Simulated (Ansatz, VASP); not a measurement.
## One calculation of MgO, two programs

The input INCAR:

```
PREC = Accurate
ENCUT = 520
EDIFF = 1E-6
ISMEAR = 0
SIGMA = 0.05
LREAL = False
LASPH = True
NELM = 60
ALGO = Normal
ISIF = 2
LWAVE = False
LCHARG = False
GGA = PE
NBANDS = 11
```

Contents of KPOINTS:

```
Automatic mesh
0
Gamma
  10 10 10
```

POSCAR

```
MgO
1.0
    0.0000000000      2.1269229054      2.0205767601
    2.1269229054      0.0000000000      2.0205767601
    2.1269229054      2.1269229054      0.0000000000
Mg O
1 1
Direct
    0.0000000000      0.0000000000      0.0000000000
    0.5000000000      0.5000000000      0.5000000000
```

Input for Ansatz:

```yaml
crystal:
  lattice:
    - [0.0, 2.1269229054, 2.0205767601]
    - [2.1269229054, 0.0, 2.0205767601]
    - [2.1269229054, 2.1269229054, 0.0]
  atoms:
    - { symbol: Mg, position: [0.0, 0.0, 0.0] }
    - { symbol: O, position: [0.5, 0.5, 0.5] }
basis:
  ecutwfc: 420
kpoints:
  mp_grid: { grid: [10, 10, 10] }
hamiltonian:
  xc: pbe
scf:
  occupations: { method: gaussian, width: 0.05 }
output:
  forces: true
  stress: true
  eigenvalues: true
```

Change from the starting cell: strain +0.000 along x and y, -0.050 along z, atoms carried along.

Alike in both runs: task single point; functional PBE; k mesh 10 × 10 × 10; occupations gaussian, width 0.05 eV; no spin polarisation.

```csv
,VASP,Ansatz
version,VASP 6.6.1,Ansatz 0.2.0
potentials or method,"VASP PAW PBE potentials, release 64 (Mg, O), cutoff 520 eV","scalar-relativistic, plane waves, PAW"
valence electrons in the cell,8,16
```

|  | VASP | Ansatz | Ansatz less VASP |
| --- | --- | --- | --- |
| gap on the k mesh at the Fermi level (eV) | 4.88 | 4.90 | +0.016 |
| least direct gap on the mesh (eV) | 4.88 | 4.90 | +0.016 |
| pressure (GPa) | 8.7 | 9.4 | +0.72 |
| traceless stress, the component that is largest in VASP (GPa) | 9.02 | 8.94 | -0.075 |

The functional is the same, so the differences come from potentials, cutoffs and numerics. VASP's potentials hold 8 valence electrons a cell and Ansatz's 16, so a difference there can come from the potentials and not from the codes.
